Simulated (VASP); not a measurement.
# Co (I4/mmm) in VASP: further runs

Runs on Co. Level: revPBE. Tasks: single point.

Everything below comes from runs of VASP 6.6.1. Logs are shortened: lines on timing, memory, paths and dates and some standing lists are left out, and cuts for length are marked.

## 1. The cell of the first run

The typed cell holds 2 atoms: a = 2.354 Å, b = 2.354 Å, c = 3.328 Å, α = 90.00°, β = 90.00°, γ = 90.00°.

This isn't the form of Co at room conditions, which is hcp.

## 2. Single point, revPBE, collinear spin, ferromagnetic start (9.22 Å³/atom)

File INCAR:

```
SYSTEM = Co
PREC = Accurate
ENCUT = 520
EDIFF = 1E-6
ISMEAR = -1
SIGMA = 0.05
LREAL = .False.
LASPH = .True.
NELM = 150
ALGO = Normal
ISIF = 2
LWAVE = .False.
LCHARG = .False.
ISPIN = 2
MAGMOM = -1.699 -1.699
LORBIT = 11
LMAXMIX = 4
GGA = RE
NBANDS = 20
```

File KPOINTS:

```
Automatic mesh
0
Gamma
  14 14 10
  0 0 0
```

File POSCAR:

```
Co
1.0
    2.3544641217      0.0000000000      0.0000000000
    0.0000000000      2.3544641217      0.0000000000
    0.0000000000      0.0000000000      3.3279049585
Co
2
Direct
    0.0000000000      0.0000000000      0.0000000000
    0.5000000000      0.5000000000      0.5000000000
```

Potentials or basis: VASP PAW PBE potentials, release 64 (Co).

Run with:

```sh
$ cat potpaw_PBE.64/Co/POTCAR > POTCAR
$ mpirun -np 1 vasp_std > vasp.out
```

OUTCAR:

```text
SYSTEM = Co
   PREC = Accurate
   ENCUT = 520
   EDIFF = 1E-6
   ISMEAR = -1
   LREAL = .False.
   LASPH = .True.
   NELM = 150
   ISIF = 2
   ISPIN = 2
   LORBIT = 11
   GGA = RE

 ion  position               nearest neighbor table
   1  0.000  0.000  0.000-   2 2.35   2 2.35   2 2.35   2 2.35   2 2.35   2 2.35   2 2.35   2 2.35

   2  0.500  0.500  0.500-   1 2.35   1 2.35   1 2.35   1 2.35   1 2.35   1 2.35   1 2.35   1 2.35

  LATTYP: Found a simple tetragonal cell.
 ALAT       =     2.3544641217
 C/A-ratio  =     1.4134447528

  Lattice vectors:

 A1 = (   2.3544641217,   0.0000000000,   0.0000000000)
 A2 = (   0.0000000000,   2.3544641217,   0.0000000000)
 A3 = (   0.0000000000,   0.0000000000,   3.3279049585)

Analysis of symmetry for initial positions (statically):
=====================================================================
 Subroutine PRICEL returns following result:

  LATTYP: Found a body centered tetragonal cell.
 ALAT       =     2.3544641217
 C/A-ratio  =     1.4134447528
[... 12 lines left out ...]
 Subroutine GETGRP returns: Found 16 space group operations
 (whereof 16 operations were pure point group operations)
 out of a pool of 16 trial point group operations.

The static configuration has the point symmetry D_4h.

Analysis of symmetry for dynamics (positions and initial velocities):
=====================================================================
 Subroutine PRICEL returns following result:

  LATTYP: Found a body centered tetragonal cell.
 ALAT       =     2.3544641217
 C/A-ratio  =     1.4134447528
[... 12 lines left out ...]
 Subroutine GETGRP returns: Found 16 space group operations
 (whereof 16 operations were pure point group operations)
 out of a pool of 16 trial point group operations.

The dynamic configuration has the point symmetry D_4h.

Analysis of structural, dynamic, and magnetic symmetry:
=====================================================================
 Subroutine PRICEL returns following result:

  LATTYP: Found a body centered tetragonal cell.
 ALAT       =     2.3544641217
 C/A-ratio  =     1.4134447528
[... 12 lines left out ...]
 Subroutine GETGRP returns: Found 16 space group operations
 (whereof 16 operations were pure point group operations)
 out of a pool of 16 trial point group operations.

The overall configuration has the point symmetry D_4h.

 Subroutine INISYM returns: Found 16 space group operations
 (whereof 16 operations are pure point group operations),
 and found     2 'primitive' translations

[... 107 lines left out ...]
   ISMEAR =    -1;   SIGMA  =   0.05  broadening in eV -4-tet -1-fermi 0-gaus
   EFERMI_NEDOS =   21; number of points for ismear=-14 and -15
   IALGO  =     38    algorithm
   IMIX   =      4    mixing-type and parameters
     AMIX     =   0.40;   BMIX     =  1.00
     AMIX_MAG =   1.60;   BMIX_MAG =  1.00
  volume/ion in A,a.u.               =       9.22        62.25
  Fermi-wavevector in a.u.,A,eV,Ry     =   1.623731  3.068406 35.871775  2.636501
  Thomas-Fermi vector in A             =   2.717133
   LORBIT       =     11    0 simple, 1 ext, 2 COOP (PROOUT), +10 PAW based schemes
   GGA     = RE    functional components
   LHFCALC =     F    Hartree Fock is set to
   AEXX    =    0.0000 exact exchange contribution
   IVDW    =     0    specifies the selected vdW correction
   LEPSILON=     F    determine dielectric tensor
   LRPA    =     F    only Hartree local field effects (RPA)
 spin polarized calculation
  energy-cutoff  :      520.00
  volume of cell :       18.45
 maximum number of plane-waves:       516
 NGX is ok and might be reduce to    18
   NGX =  9   NGY =  9   NGZ = 13

 number of electron      17.9999988 magnetization      -3.0430303

 Free energy of the ion-electron system (eV)
  ---------------------------------------------------
  ext. energy  EPLUGINS =         0.00000000
  ---------------------------------------------------
  free energy    TOTEN  =       -12.67842659 eV

  energy without entropy =      -12.66201997  energy(sigma->0) =      -12.67022328

 E-fermi :  12.9274     XC(G=0): -14.3170

 val. band max:       12.9272611217   @ k =   0.2857   0.2143   0.2000
 cond. band min:      12.9305052953   @ k =   0.2143   0.2143   0.5000
 fundamental gap:      0.0032441736
 Fermi energy:        12.9274326299

 spin component 1

 k-point     1 :       0.0000    0.0000    0.0000
  band No.  band energies     occupation
      1       2.9906      1.00000
      2       7.7689      1.00000
      3       8.6379      1.00000
      4      11.4529      1.00000
      5      11.4529      1.00000
      6      11.4597      1.00000
[... 541 lines left out ...]
     19      38.2911      0.00000
     20      44.2695      0.00000

 [... further k-points ...]

 spin component 2

 k-point     1 :       0.0000    0.0000    0.0000
  band No.  band energies     occupation
      1       2.9648      1.00000
      2       6.7073      1.00000
      3       7.4564      1.00000
      4       9.9517      1.00000
      5       9.9517      1.00000
      6       9.9523      1.00000
[... 541 lines left out ...]
     19      38.0817      0.00000
     20      43.6525      0.00000

 [... further k-points ...]
[... 5 lines left out ...]
  --------------------------------------------------------------------------------------
  -------------------------------------------------------------------------------------
  Total        6.4820088      6.4820088      6.4733437      0.0000000      0.0000000     -0.0000000
  in kB      562.9439151    562.9439151    562.1913730      0.0000000      0.0000000     -0.0000000
  external PRESSURE =     562.6930678 kB  Pullay stress =       0.0000000 kB

 VOLUME and BASIS-vectors are now :
 -----------------------------------------------------------------------------
  energy-cutoff  :      520.00
  volume of cell :       18.45
      direct lattice vectors                 reciprocal lattice vectors
     2.354464122  0.000000000  0.000000000     0.424725096  0.000000000  0.000000000
     0.000000000  2.354464122  0.000000000     0.000000000  0.424725096  0.000000000
     0.000000000  0.000000000  3.327904959     0.000000000  0.000000000  0.300489351

 POSITION                                       TOTAL-FORCE (eV/Angst)
 -----------------------------------------------------------------------------------
      0.00000      0.00000      0.00000         0.000000     -0.000000      0.000000
      1.17723      1.17723      1.66395        -0.000000      0.000000     -0.000000
 -----------------------------------------------------------------------------------
    total drift:                                0.000000     -0.000000     -0.000000

  FREE ENERGIE OF THE ION-ELECTRON SYSTEM (eV)
  ---------------------------------------------------
  free  energy   TOTEN  =       -12.6784265852 eV

  energy  without entropy=      -12.6620199701  energy(sigma->0) =      -12.67022328

 total charge

# of ion       s       p       d       tot
------------------------------------------
    1        0.569   0.684   7.393   8.646
    2        0.569   0.684   7.393   8.646
--------------------------------------------------
tot          1.138   1.368  14.786  17.293

 magnetization (x)

# of ion       s       p       d       tot
------------------------------------------
    1        0.015   0.052  -1.577  -1.510
    2        0.015   0.052  -1.577  -1.510
--------------------------------------------------
tot          0.030   0.103  -3.153  -3.020
```

OSZICAR:

```text
N       E                     dE             d eps       ncg     rms          rms(c)
DAV:   1     0.870880470495E+02    0.87088E+02   -0.74401E+03 18888   0.119E+03
DAV:   2    -0.958175837572E+01   -0.96670E+02   -0.86982E+02 17644   0.223E+02
DAV:   3    -0.144320603559E+02   -0.48503E+01   -0.46358E+01 19360   0.590E+01
DAV:   4    -0.145103397438E+02   -0.78279E-01   -0.78186E-01 20736   0.662E+00
DAV:   5    -0.145129452948E+02   -0.26056E-02   -0.26053E-02 20384   0.114E+00    0.175E+01
DAV:   6    -0.128459824246E+02    0.16670E+01   -0.48840E+00 19420   0.480E+01    0.562E+00
DAV:   7    -0.126969812614E+02    0.14900E+00   -0.53213E-01 21212   0.140E+01    0.404E+00
DAV:   8    -0.126853293790E+02    0.11652E-01   -0.17806E-02 23040   0.161E+00    0.248E+00
DAV:   9    -0.126739915950E+02    0.11338E-01   -0.44953E-03 25752   0.109E+00    0.874E-01
DAV:  10    -0.126771253259E+02   -0.31337E-02   -0.54724E-04 24304   0.394E-01    0.484E-01
DAV:  11    -0.126783978243E+02   -0.12725E-02   -0.70457E-04 25672   0.483E-01    0.104E-01
DAV:  12    -0.126784042559E+02   -0.64316E-05   -0.42552E-05 19016   0.641E-02    0.833E-02
DAV:  13    -0.126784264691E+02   -0.22213E-04   -0.98798E-06 25428   0.580E-02    0.124E-02
DAV:  14    -0.126784265852E+02   -0.11611E-06   -0.15886E-06 17508   0.117E-02
   1 F= -.12678427E+02 E0= -.12670223E+02  d E =-.164066E-01  mag=    -3.0441
```

It took 2.7 min on 1 thread of Intel Xeon 8259CL, shared host; peak memory 0.22 GiB.

Results:

* Free energy: -12.6784 eV
* Pressure: 56.3 GPa
* Net moment: -3.04 μB per cell
* Site moments: Co -1.51 μB
* Valence electrons inside the program's atomic spheres: Co 8.65

Stress tensor (GPa, compression positive):
```
56.29  0.00  0.00
 0.00 56.29  0.00
 0.00  0.00 56.22
```

Caveat: the cell stands under pressure; the PAW data sets were made with another functional, which shifts forces and pressure a little.

## 3. Single point, revPBE, collinear spin, ferromagnetic start (9.64 Å³/atom)

This run uses another cell than the first one, of 9.64 Å³/atom.

File INCAR:

```
SYSTEM = Co
PREC     = Accurate       ! precision mode
ENCUT    = 520            ! plane-wave cutoff, eV
EDIFF    = 1E-6           ! SCF threshold, eV
ISMEAR   = -1             ! smearing method
SIGMA    = 0.05           ! smearing width, eV
LREAL    = .False.        ! projectors in reciprocal space
LASPH    = .True.         ! aspherical terms in the spheres
NELM     = 150            ! most SCF steps
ALGO     = Normal         ! electronic algorithm
ISIF     = 2              ! what is computed and relaxed
LWAVE    = .False.        ! write WAVECAR
LCHARG   = .False.        ! write CHGCAR
ISPIN    = 2              ! spin polarisation
MAGMOM   = -1.699 -1.699  ! initial moments
LORBIT   = 11             ! projections on sites
LMAXMIX  = 4              ! l up to which the mixer works
GGA      = RE             ! functional
NBANDS   = 20             ! bands
```

File KPOINTS:

```
regular mesh
0
Gamma
  14 14 10
  0 0 0
```

File POSCAR:

```
Co
1.0
    2.3896105589      0.0000000000      0.0000000000
    0.0000000000      2.3896105589      0.0000000000
    0.0000000000      0.0000000000      3.3775825057
Co
2
Direct
    0.0000000000      0.0000000000      0.0000000000
    0.5000000000      0.5000000000      0.5000000000
```

Potentials or basis: VASP PAW PBE potentials, release 64 (Co).

Run with:

```sh
$ cat potpaw_PBE.64/Co/POTCAR > POTCAR
$ mpirun -np 1 vasp_std > vasp.out
```

OUTCAR:

```text
SYSTEM = Co
   PREC = Accurate
   ENCUT = 520
   EDIFF = 1E-6
   ISMEAR = -1
   LREAL = .False.
   LASPH = .True.
   NELM = 150
   ISIF = 2
   ISPIN = 2
   LORBIT = 11
   GGA = RE

 ion  position               nearest neighbor table
   1  0.000  0.000  0.000-   2 2.39   2 2.39   2 2.39   2 2.39   2 2.39   2 2.39   2 2.39   2 2.39

   2  0.500  0.500  0.500-   1 2.39   1 2.39   1 2.39   1 2.39   1 2.39   1 2.39   1 2.39   1 2.39

  LATTYP: Found a simple tetragonal cell.
 ALAT       =     2.3896105589
 C/A-ratio  =     1.4134447528

  Lattice vectors:

[... 1351 lines left out ...]

 VOLUME and BASIS-vectors are now :
 -----------------------------------------------------------------------------
  energy-cutoff  :      520.00
  volume of cell :       19.29
      direct lattice vectors                 reciprocal lattice vectors
     2.389610559  0.000000000  0.000000000     0.418478231  0.000000000  0.000000000
     0.000000000  2.389610559  0.000000000     0.000000000  0.418478231  0.000000000
     0.000000000  0.000000000  3.377582506     0.000000000  0.000000000  0.296069748

 POSITION                                       TOTAL-FORCE (eV/Angst)
 -----------------------------------------------------------------------------------
      0.00000      0.00000      0.00000         0.000000      0.000000      0.000000
      1.19481      1.19481      1.68879        -0.000000     -0.000000      0.000000
 -----------------------------------------------------------------------------------
    total drift:                                0.000000     -0.000000     -0.000000

  FREE ENERGIE OF THE ION-ELECTRON SYSTEM (eV)
  ---------------------------------------------------
  free  energy   TOTEN  =       -12.9241791016 eV

  energy  without entropy=      -12.9074386985  energy(sigma->0) =      -12.91580890

 total charge

# of ion       s       p       d       tot
------------------------------------------
    1        0.546   0.637   7.350   8.533
    2        0.546   0.637   7.350   8.533
--------------------------------------------------
tot          1.092   1.274  14.700  17.065

 magnetization (x)

# of ion       s       p       d       tot
------------------------------------------
    1        0.015   0.052  -1.616  -1.550
    2        0.015   0.052  -1.616  -1.550
--------------------------------------------------
tot          0.030   0.103  -3.232  -3.099
```

stdout:

```text
POSCAR found type information on POSCAR Co
 POSCAR found :  1 types and       2 ions
 scaLAPACK will be used
 -----------------------------------------------------------------------------
|                                                                             |
|                                                                             |
|     You enforced a specific xc type in the INCAR file but a different       |
|     I HOPE YOU KNOW WHAT YOU ARE DOING!                                     |
|                                                                             |
 -----------------------------------------------------------------------------

 LDA part: xc-table for (Slater+PW92), standard interpolation
 POSCAR, INCAR and KPOINTS ok, starting setup
 FFT: planning ... GRIDC
 FFT: planning ... GRID_SOFT
 FFT: planning ... GRID
 WAVECAR not read
 entering main loop
```

Wall time 2.8 min (1 thread of Intel Xeon 8259CL, shared host); peak memory 0.23 GiB.

What came out:

| Quantity | Value |
| --- | --- |
| Free energy | -12.9242 eV |
| Pressure | 38.3 GPa |
| Net moment | -3.11 μB per cell |
| Site moments | Co -1.55 μB |
| Valence electrons inside the program's atomic spheres | Co 8.53 |

Caveat: the cell stands under pressure; the PAW data sets were made with another functional, which shifts forces and pressure a little.

## 4. Single point, revPBE, collinear spin, ferromagnetic start (10.06 Å³/atom)

This run uses another cell than the first one, of 10.06 Å³/atom.

File INCAR:

```
SYSTEM = Co
PREC = Accurate ; ENCUT = 520
EDIFF = 1E-6 ; ISMEAR = -1
SIGMA = 0.05 ; LREAL = .FALSE.
LASPH = .TRUE. ; NELM = 150
ALGO = Normal ; ISIF = 2
LWAVE = .FALSE. ; LCHARG = .FALSE.
ISPIN = 2 ; MAGMOM = -1.699 -1.699
LORBIT = 11 ; LMAXMIX = 4
GGA = RE ; NBANDS = 20
```

File KPOINTS:

```
Automatic mesh
0
G
  14 14 10
  0 0 0
```

File POSCAR:

```
Co
1.0
    2.4237524653      0.0000000000      0.0000000000
    0.0000000000      2.4237524653      0.0000000000
    0.0000000000      0.0000000000      3.4258402042
Co
2
Direct
    0.0000000000      0.0000000000      0.0000000000
    0.5000000000      0.5000000000      0.5000000000
```

Run with:

```sh
$ cat potpaw_PBE.64/Co/POTCAR > POTCAR
$ mpirun -np 1 vasp_std > vasp.out
```

It took 2.5 min on 1 thread of Intel Xeon 8259CL, shared host; peak memory 0.23 GiB.

Results (log left out):

```yaml
Free_energy: -13.0861 eV
Pressure: 24.1 GPa
Net_moment: -3.17 μB per cell
Site_moments: Co -1.59 μB
Valence_electrons_inside_the_program's_atomic_spheres: Co 8.43
```

Stress tensor (GPa, compression positive):
```
23.99  0.00  0.00
 0.00 23.99  0.00
 0.00  0.00 24.28
```

Levels at points of the mesh, in eV from the Fermi level:
Spin up:
```tsv
k point	band 4	band 5	band 6	band 7	band 8	band 9	band 10	band 11	band 12	band 13
(0.00, 0.00, 0.00)	-1.29	-1.29	-1.29	0.30	0.31	1.28	1.44	1.44	2.70	11.30
(0.50, 0.00, 0.00)	-2.33	-1.94	-1.94	-0.36	-0.36	0.15	0.15	2.74	2.74	13.13
(0.50, 0.50, 0.00)	-3.79	1.28	1.28	1.43	1.43	1.44	1.44	2.68	2.68	11.28
(0.00, 0.00, 0.50)	-2.63	-0.71	-0.71	-0.16	-0.16	-0.16	-0.16	0.78	0.78	20.86
(0.50, 0.00, 0.50)	-1.32	-1.32	-1.32	-0.38	-0.38	1.23	1.23	1.23	1.23	7.83
(0.50, 0.50, 0.50)	-2.37	-2.37	-2.37	0.13	0.13	1.44	1.44	9.04	9.04	9.04
```
Spin down:
```csv
k point,band 9,band 10,band 11,band 12,band 13,band 14
"(0.00, 0.00, 0.00)",-0.77,-0.37,-0.37,2.70,10.39,15.72
"(0.50, 0.00, 0.00)",-1.54,-1.54,1.29,1.29,12.60,12.60
"(0.50, 0.50, 0.00)",-0.37,-0.37,2.68,2.68,10.38,10.38
"(0.00, 0.00, 0.50)",-1.80,-1.80,-1.22,-1.22,20.56,20.56
"(0.50, 0.00, 0.50)",-0.66,-0.66,-0.33,-0.33,6.83,6.83
"(0.50, 0.50, 0.50)",-0.38,-0.38,8.54,8.54,8.54,8.54
```

Caveat: the cell stands under pressure; the PAW data sets were made with another functional, which shifts forces and pressure a little.

## 5. Single point, revPBE, collinear spin, ferromagnetic start (10.48 Å³/atom)

This run uses another cell than the first one, of 10.48 Å³/atom.

File INCAR:

```
SYSTEM = Co
ALGO     = Normal         ! electronic algorithm
EDIFF    = 1E-7           ! SCF threshold, eV
ENCUT    = 520            ! plane-wave cutoff, eV
GGA      = RE             ! functional
ISIF     = 2              ! what is computed and relaxed
ISMEAR   = -1             ! smearing method
ISPIN    = 2              ! spin polarisation
LASPH    = .TRUE.         ! aspherical terms in the spheres
LCHARG   = .FALSE.        ! write CHGCAR
LMAXMIX  = 4              ! l up to which the mixer works
LORBIT   = 11             ! projections on sites
LREAL    = .FALSE.        ! projectors in reciprocal space
LWAVE    = .FALSE.        ! write WAVECAR
MAGMOM   = -1.699 -1.699  ! initial moments
NBANDS   = 20             ! bands
NELM     = 150            ! most SCF steps
PREC     = Accurate       ! precision mode
SIGMA    = 0.05           ! smearing width, eV
```

File KPOINTS:

```
k-points
0
G
  14 14 10
  0 0 0
```

File POSCAR:

```
Co
1.0
    2.4569586802      0.0000000000      0.0000000000
    0.0000000000      2.4569586802      0.0000000000
    0.0000000000      0.0000000000      3.4727753544
Co
2
Direct
    0.0000000000      0.0000000000      0.0000000000
    0.5000000000      0.5000000000      0.5000000000
```

Run with:

```sh
$ cat potpaw_PBE.64/Co/POTCAR > POTCAR
$ mpirun -np 1 vasp_std > vasp.out
```

It took 3.2 min on 1 thread of Intel Xeon 8259CL, shared host; peak memory 0.24 GiB.

Results (log left out):

```
Free energy                                           : -13.1813 eV
Pressure                                              : 12.7 GPa
Net moment                                            : -3.23 μB per cell
Site moments                                          : Co -1.63 μB
Valence electrons inside the program's atomic spheres : Co 8.34
```

Stress tensor (GPa, compression positive):
```
12.69  0.00  0.00
 0.00 12.69  0.00
 0.00  0.00 12.80
```

Levels at points of the mesh, in eV from the Fermi level:
Spin up:
```csv
k point,band 6,band 7,band 8,band 9,band 10,band 11
"(0.00, 0.00, 0.00)",-1.21,0.30,0.31,1.22,1.36,1.36
"(0.50, 0.00, 0.00)",-1.81,-0.32,-0.32,0.14,0.14,2.60
"(0.50, 0.50, 0.00)",1.23,1.35,1.35,1.36,1.36,2.57
"(0.00, 0.00, 0.50)",-0.66,-0.15,-0.15,-0.15,-0.15,0.75
"(0.50, 0.00, 0.50)",-1.23,-0.38,-0.38,1.17,1.17,1.17
"(0.50, 0.50, 0.50)",-2.25,0.14,0.14,1.36,1.36,8.70
```
Spin down:
| k point | band 9 | band 10 | band 11 | band 12 | band 13 | band 14 |
| --- | --- | --- | --- | --- | --- | --- |
| (0.00, 0.00, 0.00) | -0.86 | -0.48 | -0.48 | 2.60 | 9.94 | 15.27 |
| (0.50, 0.00, 0.00) | -1.57 | -1.57 | 1.12 | 1.12 | 12.16 | 12.16 |
| (0.50, 0.50, 0.00) | -0.47 | -0.47 | 2.59 | 2.59 | 9.92 | 9.92 |
| (0.00, 0.00, 0.50) | -1.81 | -1.81 | -1.28 | -1.28 | 19.95 | 19.95 |
| (0.50, 0.00, 0.50) | -0.75 | -0.75 | -0.31 | -0.31 | 6.44 | 6.44 |
| (0.50, 0.50, 0.50) | -0.48 | -0.48 | 8.22 | 8.22 | 8.22 | 8.22 |

Caveat: the cell stands under pressure; the PAW data sets were made with another functional, which shifts forces and pressure a little.

(Continued in part 2 of 2.)
